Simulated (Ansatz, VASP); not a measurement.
# KCl in VASP and in Ansatz

The input INCAR:

```
SYSTEM = KCl
PREC     = Accurate       ! precision mode
ENCUT    = 520            ! plane-wave cutoff, eV
EDIFF    = 1E-8           ! SCF threshold, eV
ISMEAR   = -1             ! smearing method
SIGMA    = 0.01           ! smearing width, eV
LREAL    = .False.        ! projectors in reciprocal space
LASPH    = .True.         ! aspherical terms in the spheres
NELM     = 80             ! most SCF steps
ALGO     = Normal         ! electronic algorithm
ISIF     = 2              ! what is computed and relaxed
LWAVE    = .False.        ! write WAVECAR
LCHARG   = .False.        ! write CHGCAR
GGA      = PE             ! functional
LEFG     = .True.       
NBANDS   = 15             ! bands
```

The input KPOINTS:

```
Automatic mesh
0
Gamma
  7 7 7
  0 0 0
```

Contents of POSCAR:

```
KCl
1.0
    3.6034607410      0.0000000000      0.0000000000
    0.0000000000      3.6034607410      0.0000000000
    0.0000000000      0.0000000000      3.6034607410
K Cl
1 1
Direct
    0.0000000000      0.0000000000      0.0000000000
    0.5000000000      0.5000000000      0.5000000000
```

Input for Ansatz:

```yaml
crystal:
  lattice:
    - [3.603460741, 0.0, 0.0]
    - [0.0, 3.603460741, 0.0]
    - [0.0, 0.0, 3.603460741]
  atoms:
    - { symbol: K, position: [0.0, 0.0, 0.0] }
    - { symbol: Cl, position: [0.5, 0.5, 0.5] }
kpoints:
  mp_grid: { grid: [7, 7, 7] }
scf:
  occupations: { method: fermi_dirac, width: 0.01 }
hamiltonian:
  xc: pbe
  pseudopotentials: { kind: paw }
output:
  forces: true
  stress: true
  eigenvalues: true
  efg: { contact_densities: true }
```

Change from the starting cell: volume scaled by 0.975, PAW files.

Alike in both runs: task electric field gradients; functional PBE; k mesh 7 × 7 × 7; occupations fermi-dirac, width 0.01 eV; no spin polarisation.

|  | VASP | Ansatz |
| --- | --- | --- |
| version | VASP 6.6.1 | Ansatz 0.2.0 |
| potentials or method | VASP PAW PBE potentials, release 64 (K_sv, Cl) | PAW with Ansatz's default frozen-core files, scalar-relativistic |
| plane-wave cutoff (eV) | 520 | 420 |
| valence electrons in the cell | 16 | 16 |

|  | VASP | Ansatz | Ansatz less VASP |
| --- | --- | --- | --- |
| gap on the k mesh at the Fermi level (eV) | 5.75 | 5.76 | +0.003 |
| pressure (GPa) | 5.6 | 5.5 | -0.08 |

The functional is the same, so the differences come from potentials, cutoffs and numerics.
